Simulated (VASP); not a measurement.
P: single point with PBEsol

Crystal: P.

```
P
1.0
     1.70801    0.98612    2.79890
    -1.70801    0.98612    2.79890
     0.00000   -1.97225    2.79890
P
2
Direct
  0.24016 0.24016 0.24016
  0.75984 0.75984 0.75984
```

This cell differs from its parent crystal: volume scaled by 0.94, then relaxed in part.

* Program: VASP 6.6.1
* Task: single point
* Functional: PBEsol
* Potentials or basis: VASP PAW PBE potentials, release 64 (P)
* Cutoff: 520 eV
* k mesh: 15 × 15 × 15
* Occupations: gaussian, width 0.1 eV
* Spin: no spin polarisation

```yaml
Pressure: 2.7 GPa
Largest_force: 0.024 eV/Å
Band_gap_on_the_k_mesh: zero (band 5 reaches 11.06 eV, above the bottom of band 6 at 9.23 eV)
```

Forces in eV/Å, atoms in the order of the input:
```
P    0.000  0.000 -0.024
P    0.000  0.000  0.024
```

Levels at points of the mesh, in eV from the Fermi level:
| k point | band 1 | band 2 | band 3 | band 4 | band 5 | band 6 | band 7 | band 8 | band 9 | band 10 |
| --- | --- | --- | --- | --- | --- | --- | --- | --- | --- | --- |
| (0.00, 0.00, 0.00) | -17.08 | -2.53 | -2.53 | -2.35 | -1.50 | 3.35 | 3.91 | 3.91 | 5.33 | 5.33 |

Run time: 62 s on 1 thread of Intel(R) Xeon(R) Platinum 8559C (Emerald Rapids), on a shared host, peak memory 0.21 GiB.

Caveat: the PAW data sets were made with another functional, which shifts forces and pressure a little.
